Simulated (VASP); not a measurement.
Input of a VASP 6.6.1 run:

Contents of INCAR:

```
SYSTEM = Be
PREC = Accurate ; ENCUT = 520
EDIFF = 1E-6 ; ISMEAR = -1
SIGMA = 0.04 ; LREAL = .FALSE.
LASPH = .TRUE. ; NELM = 80
ALGO = Fast ; ISIF = 2
LWAVE = .FALSE. ; LCHARG = .FALSE.
GGA = PE ; NBANDS = 9
```

KPOINTS

```
regular mesh
0
G
  6 6 4
  0 0 0
```

Contents of POSCAR:

```
Be
1.0
    2.2853000000      0.0000000000      0.0000000000
   -1.1426500000      1.9791278553      0.0000000000
    0.0000000000      0.0000000000      3.5842000000
Be
2
Direct
    0.6666666667      0.3333333333      0.7500000000
    0.3333333333      0.6666666667      0.2500000000
```

Potentials or basis: VASP PAW PBE potentials, release 64 (Be).

The run is started by

```console
$ cat potpaw_PBE.64/Be/POTCAR > POTCAR
$ mpirun -np 1 vasp_std > vasp.out
```

**Question.** Predict the band gap on the k mesh.

**Answer.** Zero (band 2 reaches 6.56 eV, above the bottom of band 3 at 5.75 eV).

**Question.** Predict the pressure.

**Answer.** -2.4 GPa.

Stress tensor (GPa, compression positive):
```
 1.46  0.00  0.00
 0.00  1.46  0.00
 0.00  0.00 -9.97
```

Caveat: the k points lie up to 0.53 Å⁻¹ apart.
